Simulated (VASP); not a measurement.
TcN2, 3 atoms in the cell. The structure is cubic, space group Fm-3m (No. 225). Conventional cell: a = 4.856 Å, b = 4.856 Å, c = 4.856 Å, α = 90.00°, β = 90.00°, γ = 90.00°. Within 2.8 Å of Tc (site symmetry m-3m) lie 8 N at 2.10 Å. Within 2.8 Å of N (site symmetry -43m) lie 4 Tc at 2.10 Å and 6 N at 2.43 Å. 

| Item | Value |
| --- | --- |
| Program | VASP 6.6.1 |
| Task | single point |
| Functional | PBE |
| Potentials or basis | VASP PAW PBE potentials, release 64 (Tc_pv, N) |
| Cutoff | 520 eV |
| k mesh | 8 × 8 × 8 |
| Occupations | methfessel-paxton, width 0.1 eV |
| Spin | no spin polarisation |
| Dipole correction | no |
| Further INCAR settings | ALGO = Normal; EDIFF = 1e-07; NBANDS = 18 |

Potentials or basis: VASP PAW PBE potentials, release 64 (Tc_pv, N).

The run is started by

```sh
$ cat potpaw_PBE.64/Tc_pv/POTCAR potpaw_PBE.64/N/POTCAR > POTCAR
$ mpirun -np 1 vasp_std > vasp.out
```

Hardware: 1 thread of Intel(R) Xeon(R) Platinum 8375C CPU @ 2.90GHz (Ice Lake) (shared host).

Task: How long does it take, and how much memory?

Result: It took 19 s on 1 thread of Intel(R) Xeon(R) Platinum 8375C CPU @ 2.90GHz (Ice Lake), with other jobs on the host, peak memory 0.16 GiB. Counts: scf iterations 16, k points 29.
